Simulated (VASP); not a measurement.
Input of a VASP 6.6.1 run:

Contents of INCAR:

```
ALGO = Normal
EDIFF = 1E-6
ENCUT = 520
ISIF = 2
ISMEAR = 0
LASPH = T
LCHARG = F
LREAL = F
LWAVE = F
NBANDS = 17
NELM = 100
PREC = Accurate
SIGMA = 0.03
```

File KPOINTS:

```
k-points
0
Gamma
  10 10 10
```

File POSCAR:

```
PbS
1.0
    0.0000000000      2.8538125000      2.8538125000
    2.9650000000     -0.1111875000      2.9650000000
    2.9650000000      2.9650000000     -0.1111875000
Pb S
1 1
Direct
    0.0000000000      0.0000000000      0.0000000000
    0.5000000000      0.5000000000      0.5000000000
```

Potentials or basis: VASP PAW LDA potentials, release 64 (Pb_d, S).

Launch:

```console
$ cat potpaw_LDA.64/Pb_d/POTCAR potpaw_LDA.64/S/POTCAR > POTCAR
$ mpirun -np 1 vasp_std > vasp.out
```

(1) Estimate the pressure.

(2) Predict the band gap on the k mesh.

Results:

(1) -2.6 GPa.

(2) zero (band 10 reaches 5.76 eV, above the bottom of band 11 at 5.59 eV).

Caveat: the cell differs from its parent crystal (strain -0.0750 x Voigt [0, 0, 0, 1, 0, 0]); spin-orbit coupling is left out, which moves the levels of the heavy elements.
